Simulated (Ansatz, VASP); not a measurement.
## One calculation of Ti3Al, two programs

```
Ti Al
1.0
     0.00000    3.16466    3.16466
     3.16466    0.00000    3.16466
     3.16466    3.16466    0.00000
Ti Al
3 1
Cartesian
  4.7470 4.7470 4.7470
  1.5823 1.5823 1.5823
  0.0000 0.0000 0.0000
  3.1647 3.1647 3.1647
```

Alike in both runs: task single point; functional PBE; k mesh 12 × 12 × 12; occupations gaussian, width 0.1 eV; collinear spin.

|  | VASP | Ansatz |
| --- | --- | --- |
| version | VASP 6.6.1 | Ansatz 0.2.0 |
| potentials or method | VASP PAW PBE potentials, release 64 (Ti_sv, Al), cutoff 520 eV | scalar-relativistic, plane waves, PAW |
| valence electrons in the cell | 39 | 39 |

Ansatz gave:

| Item | Value |
| --- | --- |
| gap on the k mesh at the Fermi level (eV) | none |
| pressure (GPa) | 7.5 |
| net moment per atom (μB) | 0.43 |
| size of the moment on the site where the two differ most (μB) | 0.92 |

Q: Estimate VASP's values.

A: gap on the k mesh at the Fermi level (eV): none; pressure (GPa): 7.2; net moment per atom (μB): 0.43; size of the moment on the site where the two differ most (μB): 0.93.

Site moments also hang on the region over which each program counts them. A gap of «none» marks a metal or a gap that the smearing closes. The functional is the same, so the differences come from potentials, cutoffs and numerics.
